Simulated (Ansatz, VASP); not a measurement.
One calculation of C, two programs

The input INCAR:

```
SYSTEM = C
  ALGO = Normal
  EDIFF = 1E-7
  EDIFFG = -0.01
  ENCUT = 600
  GGA = PE
  GGA_COMPAT = .False.
  IBRION = 2
  ISIF = 3
  ISMEAR = 0
  LASPH = .True.
  LCHARG = .False.
  LREAL = .False.
  LWAVE = .False.
  NELM = 120
  NELMIN = 4
  NSW = 80
  PREC = Accurate
  SIGMA = 0.01
```

Contents of KPOINTS:

```
k-points
0
Gamma
  6 6 6
  0 0 0
```

Contents of POSCAR:

```
C
1.0
    0.0000000000      1.8134740902      1.8501086970
    1.8134740902      0.0000000000      1.8501086970
    1.8134740902      1.8134740902      0.0000000000
C
2
Direct
    0.0000000000      0.0000000000      0.0000000000
    0.2500000000      0.2500000000      0.2500000000
```

Input for Ansatz:

```yaml
crystal:
  lattice:
    - [0.0, 1.8134740902, 1.850108697]
    - [1.8134740902, 0.0, 1.850108697]
    - [1.8134740902, 1.8134740902, 0.0]
  atoms:
    - { symbol: C, position: [0.0, 0.0, 0.0] }
    - { symbol: C, position: [0.25, 0.25, 0.25] }
kpoints:
  mp_grid: { grid: [6, 6, 6], shift: [0, 0, 0] }
hamiltonian:
  xc: pbe
  dispersion: none
  pseudopotentials: { kind: paw }
magnetization:
  spin_polarized: false
scf:
  occupations: { method: fixed }
relax:
  cell: {}
```

Alike in both runs: task relaxation of cell and atoms; functional PBE; k mesh 6 × 6 × 6; no spin polarisation.

|  | VASP | Ansatz |
| --- | --- | --- |
| version | VASP 6.6.1 | Ansatz 0.2 development build |
| potentials or method | VASP PAW PBE potentials, release 64 (C) | PAW hard, scalar-relativistic |
| plane-wave cutoff (eV) | 600 | 820 |
| occupations | gaussian, width 0.01 eV | fixed |

|  | VASP | Ansatz | Ansatz less VASP |
| --- | --- | --- | --- |
| relaxed volume (Å³/atom) | 5.69 | 5.70 | +0.002 |
| relaxed cell length with the largest relative difference (Å) | 2.525 | 2.526 | +0.0003 |

Ansatz's warnings: cutoff auto derived.

The k mesh is coarse, so the values compare programs but aren't converged.
